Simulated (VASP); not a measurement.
Set up this calculation in VASP 6.6.1, as the native input.

```yaml
Task: single point
Functional: PBEsol
Potentials_or_basis: VASP PAW PBE potentials, release 64 (C)
Cutoff: 520 eV
k_mesh: 23 × 23 × 3
Occupations: fermi-dirac, width 0.1 eV
Spin: no spin polarisation
Dipole_correction: no
Further_INCAR_settings: ALGO = Normal; EDIFF = 1e-06; NBANDS = 16
```

The structure of C lies in POSCAR:

```
C
1.0
    1.7535181640      0.0000000000      0.0000000000
   -0.8767590820      1.5185912761      0.0000000000
    0.0000000000      0.0000000000     13.8668590214
C
4
Direct
    0.0000000000      1.0000000000      1.0000000000
    0.0000000000      1.0000000000      0.5000000000
    0.3333333333      0.6666666667      0.2500000000
    0.6666666667      0.3333333333      0.7500000000
```

The input as run:

INCAR

```
  ALGO = Normal
  EDIFF = 1E-6
  ENCUT = 520
  GGA = PS
  ISIF = 2
  ISMEAR = -1
  LASPH = T
  LCHARG = T
  LELF = T
  LREAL = F
  LVHAR = T
  LWAVE = F
  NBANDS = 16
  NELM = 60
  PREC = Accurate
  SIGMA = 0.1
```

KPOINTS

```
k-points
0
Gamma
  23 23 3
```

Potentials or basis: VASP PAW PBE potentials, release 64 (C).

Command:

```bash
$ cat potpaw_PBE.64/C/POTCAR > POTCAR
$ mpirun -np 1 vasp_std > vasp.out
```

Results of the run:

The pressure is -8.5 GPa and the band gap on the k mesh is zero (bands 8 and 9 overlap by 1.14 eV).

Caveat: the cell stands under tension; the PAW data sets were made with another functional, which shifts forces and pressure a little; this functional lacks dispersion, which binds the layers, so the pressure and a relaxed spacing across them are unreliable.

Run time: 100 s on 1 thread of AMD EPYC 7R13, with other jobs on the host, peak memory 0.15 GiB.
